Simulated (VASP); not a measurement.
# C (R-3m) in VASP: a series of runs

C is run at these levels: PBEsol; tasks: single point.

All numbers are computed with VASP 6.6.1; they aren't measurements. Logs are shortened: lines on timing, memory, paths and dates and some standing lists are left out, and cuts for length are marked.

## (1) The cell of the first run

Symmetry: R-3m, No. 166, trigonal system. Conventional cell: a = 2.406 Å, b = 2.406 Å, c = 9.836 Å, α = 90.00°, β = 90.00°, γ = 120.00°. C (site symmetry 3m) has 3 C at 1.39 Å within 1.9 Å.

## (2) Single point, PBEsol

File INCAR:

```
ALGO = Normal
EDIFF = 1E-6
ENCUT = 520
GGA = PS
ISIF = 2
ISMEAR = -1
LASPH = T
LCHARG = T
LELF = T
LREAL = F
LVHAR = T
LWAVE = F
NBANDS = 11
NELM = 80
PREC = Accurate
SIGMA = 0.15
```

File KPOINTS:

```
k-points
0
Gamma
  14 14 14
```

File POSCAR:

```
C
1.0
    1.2029601495      0.6945294898      3.2786854813
   -1.2029601495      0.6945294898      3.2786854813
    0.0000000000     -1.3890580001      3.2786854813
C
2
Direct
    0.8360000000      0.8360000000      0.8360000000
    0.1640000000      0.1640000000      0.1640000000
```

Potentials or basis: VASP PAW PBE potentials, release 64 (C).

On the command line:

```bash
cat potpaw_PBE.64/C/POTCAR > POTCAR
mpirun -np 1 vasp_std > vasp.out
```

OUTCAR:

```text
EDIFF = 1E-6
   ENCUT = 520
   GGA = PS
   ISIF = 2
   ISMEAR = -1
   LASPH = T
   LREAL = F
   NELM = 80
   PREC = Accurate

 ion  position               nearest neighbor table
   1  0.836  0.836  0.836-   2 1.39   2 1.39   2 1.39
   2  0.164  0.164  0.164-   1 1.39   1 1.39   1 1.39

  LATTYP: Found a trigonal (rhomboedric) cell.
 ALAT       =     3.5607952509
 COS(alpha) =     0.7717354484

  Lattice vectors:

 A1 = (   1.2029601495,   0.6945294898,   3.2786854813)
 A2 = (  -1.2029601495,   0.6945294898,   3.2786854813)
 A3 = (   0.0000000000,  -1.3890580001,   3.2786854813)

Analysis of symmetry for initial positions (statically):
=====================================================================
 Subroutine PRICEL returns:
 Original cell was already a primitive cell.

 Routine SETGRP: Setting up the symmetry group for a
 trigonal (rhombohedral) supercell.

 Subroutine GETGRP returns: Found 12 space group operations
 (whereof 12 operations were pure point group operations)
 out of a pool of 12 trial point group operations.

The static configuration has the point symmetry D_3d.

Analysis of symmetry for dynamics (positions and initial velocities):
=====================================================================
 Subroutine PRICEL returns:
 Original cell was already a primitive cell.

 Routine SETGRP: Setting up the symmetry group for a
 trigonal (rhombohedral) supercell.

 Subroutine GETGRP returns: Found 12 space group operations
 (whereof 12 operations were pure point group operations)
 out of a pool of 12 trial point group operations.

The dynamic configuration has the point symmetry D_3d.

 Subroutine INISYM returns: Found 12 space group operations
 (whereof 12 operations are pure point group operations),
 and found     1 'primitive' translations

----------------------------------------------------------------------------------------

                                     Primitive cell

  volume of cell :      16.4359

  direct lattice vectors                    reciprocal lattice vectors
     1.202960149  0.694529490  3.278685481     0.415641366  0.239970725  0.101666737
    -1.202960149  0.694529490  3.278685481    -0.415641366  0.239970725  0.101666737
     0.000000000 -1.389058000  3.278685481     0.000000000 -0.479941449  0.101666809

  length of vectors
     3.560795251  3.560795251  3.560794941     0.490591296  0.490591296  0.490591413

  position of ions in fractional coordinates (direct lattice)
     0.836000000  0.836000000  0.836000000
     0.164000000  0.164000000  0.164000000

  ion indices of the primitive-cell ions
   primitive index   ion index
                 1           1
                 2           2

----------------------------------------------------------------------------------------

 KPOINTS: k-points

Automatic generation of k-mesh.
 Grid dimensions read from file:
 generate k-points for:   14   14   14

 Generating k-lattice:

  Cartesian coordinates                     Fractional coordinates (reciprocal lattice)
     0.029688669  0.017140766  0.007261910     0.071428571 -0.000000000 -0.000000000
    -0.029688669  0.017140766  0.007261910    -0.000000000  0.071428571 -0.000000000
     0.000000000 -0.034281532  0.007261915    -0.000000000 -0.000000000  0.071428571

  Length of vectors
     0.035042235  0.035042235  0.035042244

  Shift w.r.t. Gamma in fractional coordinates (k-lattice)
     0.000000000  0.000000000  0.000000000

 Subroutine IBZKPT returns following result:
 ===========================================

 Found    288 irreducible k-points:

 Following reciprocal coordinates:
            Coordinates               Weight
  0.000000  0.000000  0.000000      1.000000
  0.071429  0.000000 -0.000000      6.000000
  0.142857  0.000000  0.000000      6.000000
  0.214286 -0.000000  0.000000      6.000000
  0.285714 -0.000000  0.000000      6.000000
  0.357143  0.000000  0.000000      6.000000
[... 16 lines left out ...]
  0.214286  0.142857  0.000000     12.000000
  0.285714  0.142857  0.000000     12.000000
 [... further k-points ...]
   k-points           NKPTS =    288   k-points in BZ     NKDIM =    288   number of bands    NBANDS=     11
   number of dos      NEDOS =    301   number of ions     NIONS =      2
   total plane-waves  NPLWV =  21952
   dimension x,y,z NGX =    28 NGY =   28 NGZ =   28
   dimension x,y,z NGXF=    56 NGYF=   56 NGZF=   56
   ions per type =               2
   NGX,Y,Z   is equivalent  to a cutoff of  13.07, 13.07, 13.07 a.u.
   NGXF,Y,Z  is equivalent  to a cutoff of  26.15, 26.15, 26.15 a.u.
 SYSTEM =  unknown system
   PREC   = accura    normal or accurate (medium, high low for compatibility)
   ISTART =      0    job   : 0-new  1-cont  2-samecut
   ICHARG =      2    charge: 1-file 2-atom 10-const
   ISPIN  =      1    spin polarized calculation?
   LNONCOLLINEAR =      F non collinear calculations
   LSORBIT =      F    spin-orbit coupling
   LASPH  =      T    aspherical Exc in radial PAW
   ENCUT  =  520.0 eV  38.22 Ry    6.18 a.u.   6.62  6.62  6.62*2*pi/ulx,y,z
   NELM   =     80;   NELMIN=  2; NELMDL= -5     # of ELM steps
   EDIFF  = 0.1E-05   stopping-criterion for ELM
   LREAL  =      F    real-space projection
   EDIFFG = 0.1E-04   stopping-criterion for IOM
   NSW    =      0    number of steps for IOM
   IBRION =     -1    ionic relax: 0-MD 1-quasi-New 2-CG
   NFREE  =      0    steps in history (QN), initial steepest desc. (CG)
   ISIF   =      2    stress and relaxation
   ISYM   =      2    0-nonsym 1-usesym 2-fastsym
   POTIM  = 0.5000    time-step for ionic-motion
   TEBEG  =    0.0;   TEEND  =   0.0 temperature during run
   PSTRESS=    0.0 pullay stress
   NELECT =       8.0000    total number of electrons
   NUPDOWN=      -1.0000    fix difference up-down
   EMIN   =  10.00;   EMAX   =-10.00  energy-range for DOS
   EFERMI =   0.00;   METHOD = LEGACY
   ISMEAR =    -1;   SIGMA  =   0.15  broadening in eV -4-tet -1-fermi 0-gaus
   EFERMI_NEDOS =   21; number of points for ismear=-14 and -15
   IALGO  =     38    algorithm
   IMIX   =      4    mixing-type and parameters
     AMIX     =   0.40;   BMIX     =  1.00
     AMIX_MAG =   1.60;   BMIX_MAG =  1.00
  volume/ion in A,a.u.               =       8.22        55.46
  Fermi-wavevector in a.u.,A,eV,Ry     =   1.287777  2.433545 22.563480  1.658369
  Thomas-Fermi vector in A             =   2.419771
   LORBIT       =      0    0 simple, 1 ext, 2 COOP (PROOUT), +10 PAW based schemes
   GGA     = PS    functional components
   LHFCALC =     F    Hartree Fock is set to
   AEXX    =    0.0000 exact exchange contribution
   IVDW    =     0    specifies the selected vdW correction
   LEPSILON=     F    determine dielectric tensor
   LRPA    =     F    only Hartree local field effects (RPA)
 non-spin polarized calculation
  energy-cutoff  :      520.00
  volume of cell :       16.44
 maximum number of plane-waves:       462
   NGX = 13   NGY = 13   NGZ = 13

 number of electron       8.0000000 magnetization

 Free energy of the ion-electron system (eV)
  ---------------------------------------------------
  ext. energy  EPLUGINS =         0.00000000
  ---------------------------------------------------
  free energy    TOTEN  =       -19.18775384 eV

  energy without entropy =      -19.18593821  energy(sigma->0) =      -19.18684603

 E-fermi :   5.3028     XC(G=0): -10.8616

 val. band max:        5.0419505354   @ k =  -0.1429   0.5000   0.1429
 cond. band min:       5.5920784112   @ k =  -0.1429   0.5000   0.1429
 fundamental gap:      0.5501278758
 Fermi energy:         5.3028253570

 k-point     1 :       0.0000    0.0000    0.0000
  band No.  band energies     occupation
      1     -14.9705      2.00000
      2      -1.6904      2.00000
      3       2.3598      2.00000
      4       2.3598      2.00000
      5       9.1318      0.00000
      6      14.0914      0.00000
      7      14.0914      0.00000
      8      17.5631      0.00000
      9      19.7248      0.00000
     10      28.6639      0.00000
     11      31.9755      0.00000

 k-point     2 :       0.0714    0.0000   -0.0000
  band No.  band energies     occupation
      1     -14.8413      2.00000
      2      -1.5595      2.00000
      3       1.8607      2.00000
      4       2.0854      2.00000
      5       9.3115      0.00000
      6      14.1661      0.00000
      7      14.6454      0.00000
      8      17.0945      0.00000
      9      19.9181      0.00000
     10      29.0949      0.00000
     11      30.8297      0.00000

 k-point     3 :       0.1429    0.0000    0.0000
  band No.  band energies     occupation
      1     -14.4550      2.00000
      2      -1.1694      2.00000
      3       0.5489      2.00000
      4       1.4082      2.00000
      5       9.8459      0.00000
      6      14.2355      0.00000
      7      15.8432      0.00000
      8      16.1498      0.00000
      9      20.5175      0.00000
     10      28.4289      0.00000
     11      30.2069      0.00000

 k-point     4 :       0.2143   -0.0000    0.0000
  band No.  band energies     occupation
      1     -13.8149      2.00000
      2      -1.2479      2.00000
      3      -0.5031      2.00000
      4       0.5934      2.00000
      5      10.6875      0.00000
      6      13.9240      0.00000
      7      14.3644      0.00000
      8      18.3000      0.00000
      9      21.3812      0.00000
     10      26.3398      0.00000
     11      28.8307      0.00000
[... 239 lines left out ...]
 k-point    22 :       0.1429    0.1429    0.0000
  band No.  band energies     occupation
      1     -14.4339      2.00000
      2      -1.3430      2.00000
      3       0.5684      2.00000
      4       1.3915      2.00000
      5      10.1987      0.00000
      6      14.1956      0.00000
      7      15.7822      0.00000
      8      16.1529      0.00000
      9      20.5629      0.00000
     10      28.0278      0.00000
     11      30.2169      0.00000

 k-point    23 :       0.2143    0.1429    0.0000
  band No.  band energies     occupation
      1     -14.0400      2.00000
      2      -1.0357      2.00000
      3      -0.3659      2.00000
      4       0.6516      2.00000
      5      10.8810      0.00000
      6      14.3801      0.00000
      7      14.8534      0.00000
      8      16.9570      0.00000
      9      21.3388      0.00000
     10      26.1827      0.00000
     11      30.9082      0.00000

 k-point    24 :       0.2857    0.1429    0.0000
  band No.  band energies     occupation
      1     -13.3955      2.00000
      2      -1.6040      2.00000
      3      -0.5008      2.00000
      4      -0.4193      2.00000
      5      11.7610      0.00000
      6      13.2738      0.00000
      7      15.4628      0.00000
      8      17.5241      0.00000
      9      22.4273      0.00000
     10      24.3454      0.00000
     11      30.3788      0.00000

 [... further k-points ...]

------------------------ aborting loop because EDIFF is reached ----------------------------------------

  FORCE on cell =-STRESS in cart. coord.  units (eV):
  Direction    XX          YY          ZZ          XY          YZ          ZX
  --------------------------------------------------------------------------------------
  -------------------------------------------------------------------------------------
  Total        3.2531906      3.2531887      0.1494542      0.0000000      0.0000000      0.0000000
  in kB      317.1227192    317.1225339     14.5688740      0.0000000      0.0000015      0.0000000
  external PRESSURE =     216.2713757 kB  Pullay stress =       0.0000000 kB

 VOLUME and BASIS-vectors are now :
 -----------------------------------------------------------------------------
  energy-cutoff  :      520.00
  volume of cell :       16.44
      direct lattice vectors                 reciprocal lattice vectors
     1.202960149  0.694529490  3.278685481     0.415641366  0.239970725  0.101666737
    -1.202960149  0.694529490  3.278685481    -0.415641366  0.239970725  0.101666737
     0.000000000 -1.389058000  3.278685481     0.000000000 -0.479941449  0.101666809

 POSITION                                       TOTAL-FORCE (eV/Angst)
 -----------------------------------------------------------------------------------
      0.00000      0.00000      8.22294         0.000000     -0.000000     -0.829744
      0.00000      0.00000      1.61311         0.000000      0.000000      0.829744
 -----------------------------------------------------------------------------------
    total drift:                                0.000000     -0.000000      0.000000

  FREE ENERGIE OF THE ION-ELECTRON SYSTEM (eV)
  ---------------------------------------------------
  free  energy   TOTEN  =       -19.1877538448 eV

  energy  without entropy=      -19.1859382142  energy(sigma->0) =      -19.18684603
```

It took 72 s on 1 thread of Intel Xeon 8259CL, shared host; peak memory 0.18 GiB.

What came out:

* Free energy: -19.1878 eV
* Pressure: 21.6 GPa
* Largest force: 0.830 eV/Å

Forces on the atoms (eV/Å):
```
C    0.000  0.000 -0.830
C    0.000  0.000  0.830
```

Stress tensor (GPa, compression positive):
```
31.71  0.00  0.00
 0.00 31.71  0.00
 0.00  0.00  1.46
```

Caveat: the cell stands under pressure; this functional lacks dispersion, which binds the layers, so the pressure and a relaxed spacing across them are unreliable; the PAW data sets were made with another functional, which shifts forces and pressure a little.

## (3) Single point, PBEsol

This run uses another cell than the first one, of 8.39 Å³/atom.

File INCAR:

```
SYSTEM = C
  PREC = Accurate
  ENCUT = 520
  EDIFF = 1E-7
  ISMEAR = -1
  SIGMA = 0.15
  LREAL = .False.
  LASPH = .True.
  NELM = 80
  ALGO = Normal
  ISIF = 2
  LWAVE = .False.
  LCHARG = .False.
  GGA = PS
  NBANDS = 11
```

File KPOINTS:

```
regular mesh
0
Gamma
  14 14 14
  0 0 0
```

File POSCAR:

```
C
1.0
    1.2114319790      0.6994207037      3.3017755764
   -1.2114319790      0.6994207037      3.3017755764
    0.0000000000     -1.3988404210      3.3017755764
C
2
Direct
    0.8360000000      0.8360000000      0.8360000000
    0.1640000000      0.1640000000      0.1640000000
```

Potentials or basis: VASP PAW PBE potentials, release 64 (C).

On the command line:

```bash
cat potpaw_PBE.64/C/POTCAR > POTCAR
mpirun -np 1 vasp_std > vasp.out
```

Run time: 1.7 min. Hardware: 1 thread of Intel Xeon 8259CL, shared host; peak memory 0.18 GiB.

The run converged. Its results:

- Free energy: -19.2272 eV
- Pressure: 14.4 GPa
- Largest force: 0.845 eV/Å

Forces on the atoms (eV/Å):
```
C    0.000  0.000 -0.845
C    0.000  0.000  0.845
```

Stress tensor (GPa, compression positive):
```
21.04  0.00  0.00
 0.00 21.04  0.00
 0.00  0.00  1.23
```

Caveat: the cell stands under pressure; this functional lacks dispersion, which binds the layers, so the pressure and a relaxed spacing across them are unreliable; the PAW data sets were made with another functional, which shifts forces and pressure a little.

## (4) Single point, PBEsol

This run uses another cell than the first one, of 8.57 Å³/atom.

File INCAR:

```
SYSTEM = C
PREC = Accurate
ENCUT = 520
EDIFF = 1E-7
ISMEAR = -1
SIGMA = 0.15
LREAL = .FALSE.
LASPH = .TRUE.
NELM = 80
ALGO = Normal
ISIF = 2
LWAVE = .FALSE.
LCHARG = .FALSE.
GGA = PS
NBANDS = 11
```

File KPOINTS:

```
Automatic mesh
0
G
  14 14 14
  0 0 0
```

File POSCAR:

```
C
1.0
    1.2197869463      0.7042444472      3.3245471621
   -1.2197869463      0.7042444472      3.3245471621
    0.0000000000     -1.4084879012      3.3245471621
C
2
Direct
    0.8360000000      0.8360000000      0.8360000000
    0.1640000000      0.1640000000      0.1640000000
```

On the command line:

```bash
cat potpaw_PBE.64/C/POTCAR > POTCAR
mpirun -np 1 vasp_std > vasp.out
```

Wall time 1.8 min (1 thread of Intel Xeon 8259CL, shared host); peak memory 0.18 GiB.

The run converged. Its results:

```
Free energy   : -19.2517 eV
Pressure      : 7.9 GPa
Largest force : 0.857 eV/Å
```

Forces in eV/Å, atoms in the order of the input:
```
C    0.000  0.000 -0.857
C    0.000  0.000  0.857
```

Stress tensor (GPa, compression positive):
```
11.28  0.00  0.00
 0.00 11.28  0.00
 0.00  0.00  1.01
```

Caveat: the cell stands under pressure; this functional lacks dispersion, which binds the layers, so the pressure and a relaxed spacing across them are unreliable; the PAW data sets were made with another functional, which shifts forces and pressure a little.

## (5) Single point, PBEsol

This run uses another cell than the first one, of 8.74 Å³/atom.

File INCAR:

```
PREC = Accurate
ENCUT = 520
EDIFF = 1E-7
ISMEAR = -1
SIGMA = 0.15
LREAL = False
LASPH = True
NELM = 80
ALGO = Normal
ISIF = 2
LWAVE = False
LCHARG = False
GGA = PS
NBANDS = 11
```

File KPOINTS:

```
regular mesh
0
Gamma
  14 14 14
```

File POSCAR:

```
C
1.0
    1.2280290000      0.7090030000      3.3470110000
   -1.2280290000      0.7090030000      3.3470110000
    0.0000000000     -1.4180050000      3.3470110000
C
2
Direct
    0.8360000000      0.8360000000      0.8360000000
    0.1640000000      0.1640000000      0.1640000000
```

On the command line:

```bash
cat potpaw_PBE.64/C/POTCAR > POTCAR
mpirun -np 1 vasp_std > vasp.out
```

Wall time 1.9 min (1 thread of Intel Xeon 8259CL, shared host); peak memory 0.18 GiB.

It converged, with:

* Free energy: -19.2625 eV
* Pressure: 1.9 GPa
* Largest force: 0.869 eV/Å

Forces in eV/Å, atoms in the order of the input:
```
C    0.000  0.000 -0.869
C    0.000  0.000  0.869
```

Stress tensor (GPa, compression positive):
```
2.37 0.00 0.00
0.00 2.37 0.00
0.00 0.00 0.82
```

Caveat: this functional lacks dispersion, which binds the layers, so the pressure and a relaxed spacing across them are unreliable; the PAW data sets were made with another functional, which shifts forces and pressure a little.

## (6) Summary

```tsv
cell	pressure (GPa)	largest force (eV/Å)
a = 3.561 Å, angles 39.5°, 2 atoms	21.6	0.83
a = 3.586 Å, angles 39.5°, 2 atoms	14.4	0.84
a = 3.611 Å, angles 39.5°, 2 atoms	7.9	0.86
a = 3.635 Å, angles 39.5°, 2 atoms	1.9	0.87
```

Alike in all rows: task single point; level PBEsol; potentials or basis VASP PAW PBE potentials, release 64 (C); no spin polarisation; k mesh 14 × 14 × 14; cutoff (eV) 520; smearing fermi-dirac 0.15 eV.

Caveats: this functional lacks dispersion, which binds the layers, so the pressure and a relaxed spacing across them are unreliable; the PAW data sets were made with another functional, which shifts forces and pressure a little; the cell stands under pressure (at least some runs).

Absolute energies hang on the potentials; compare differences alone.
